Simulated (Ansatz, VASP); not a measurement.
**CoO: VASP beside Ansatz**

Contents of INCAR:

```
PREC     = Accurate       # precision mode
ENCUT    = 520            # plane-wave cutoff, eV
EDIFF    = 1E-7           # SCF threshold, eV
ISMEAR   = -1             # smearing method
SIGMA    = 0.05           # smearing width, eV
LREAL    = False          # projectors in reciprocal space
LASPH    = True           # aspherical terms in the spheres
NELM     = 150            # most SCF steps
ALGO     = Normal         # electronic algorithm
ISIF     = 2              # what is computed and relaxed
LWAVE    = False          # write WAVECAR
LCHARG   = False          # write CHGCAR
ISPIN    = 2              # spin polarisation
MAGMOM   = 2 0            # initial moments
LORBIT   = 11             # projections on sites
LMAXMIX  = 4              # l up to which the mixer works
GGA      = PE             # functional
NBANDS   = 18             # bands
```

File KPOINTS:

```
Automatic mesh
0
Gamma
  11 11 10
```

File POSCAR:

```
CoO
1.0
    2.8471820029      0.0000000000      0.0000000000
   -1.4235960345      2.4657323933      0.0000000000
    0.0000000000      0.0000000000      2.7397451611
Co O
1 1
Direct
    0.0000000000      0.0000000000      0.5000000000
    0.6666700000      0.3333300000      0.0000000000
```

File input.yaml:

```yaml
crystal:
  lattice:
    - [2.8471820029, 0.0, 0.0]
    - [-1.4235960345, 2.4657323933, 0.0]
    - [0.0, 0.0, 2.7397451611]
  atoms:
    - { symbol: Co, position: [0.0, 0.0, 0.5], spin: 2.0 }
    - { symbol: O, position: [0.66667, 0.33333, 0.0] }
hamiltonian:
  xc: pbe
  pseudopotentials: { kind: paw }
magnetization:
  spin_polarized: true
kpoints:
  mp_grid: { grid: [11, 11, 10] }
scf:
  occupations: { method: fermi_dirac, width: 0.05 }
output:
  forces: true
  stress: true
  eigenvalues: true
  write_density: true
  write_potential: true
  elf: true
  volumetric_format: npy
```

Alike in both runs: task single point; functional PBE; k mesh 11 × 11 × 10; occupations fermi-dirac, width 0.05 eV; collinear spin.

|  | VASP | Ansatz |
| --- | --- | --- |
| version | VASP 6.6.1 | Ansatz 0.2.0 |
| potentials or method | VASP PAW PBE potentials, release 64 (Co, O) | Ansatz PAW |
| plane-wave cutoff (eV) | 520 | 420 |
| valence electrons in the cell | 15 | 23 |

VASP gave:

```
gap on the k mesh at the Fermi level (eV)                     : none
pressure (GPa)                                                : -3.8
traceless stress, the component that is largest in VASP (GPa) : -1.06
net moment per atom (μB)                                      : 1.50
size of the moment on the site where the two differ most (μB) : 2.55
```

**Question.** Estimate Ansatz's values.

**Answer.** gap on the k mesh at the Fermi level (eV): none; pressure (GPa): -3.5; traceless stress, the component that is largest in VASP (GPa): -0.74; net moment per atom (μB): 1.50; size of the moment on the site where the two differ most (μB): 2.51.

Site moments also hang on the region over which each program counts them. A gap of «none» marks a metal or a gap that the smearing closes. VASP's potentials hold 15 valence electrons a cell and Ansatz's 23, so a difference there can come from the potentials and not from the codes.
